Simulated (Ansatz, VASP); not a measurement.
**Two plane-wave programs on Ga**

```
CELL_PARAMETERS angstrom
2.85478 0.00000 0.00000
-1.42739 2.47231 0.00000
0.00000 0.00000 29.17244
ATOMIC_POSITIONS crystal
Ga 0.00000 0.00000 0.33603
Ga 0.00000 0.00000 0.24671
```

Alike in both runs: functional PBE; k mesh 6 × 6 × 1; occupations gaussian, width 0.1 eV; no spin polarisation.

Ansatz relaxed the structure, and its values are those at the end. VASP's run is a single point on that final structure, the one shown.

```csv
,VASP,Ansatz
version,VASP 6.6.1,Ansatz 0.2.0
potentials or method,"VASP PAW PBE potentials, release 64 (Ga_d), cutoff 520 eV","scalar-relativistic, plane waves, PAW"
valence electrons in the cell,26,26
```

```csv
,VASP,Ansatz,Ansatz less VASP
gap on the k mesh at the Fermi level (eV),none,none,-
rms of the force components (eV/Å),0.004,0.008,+0.0040
```

A gap of «none» marks a metal or a gap that the smearing closes. With one functional, cell and mesh, what is left measures potentials, basis and numerics. Ansatz's warnings: slab cell height set.

The k mesh is coarse, so the values compare programs but aren't converged.
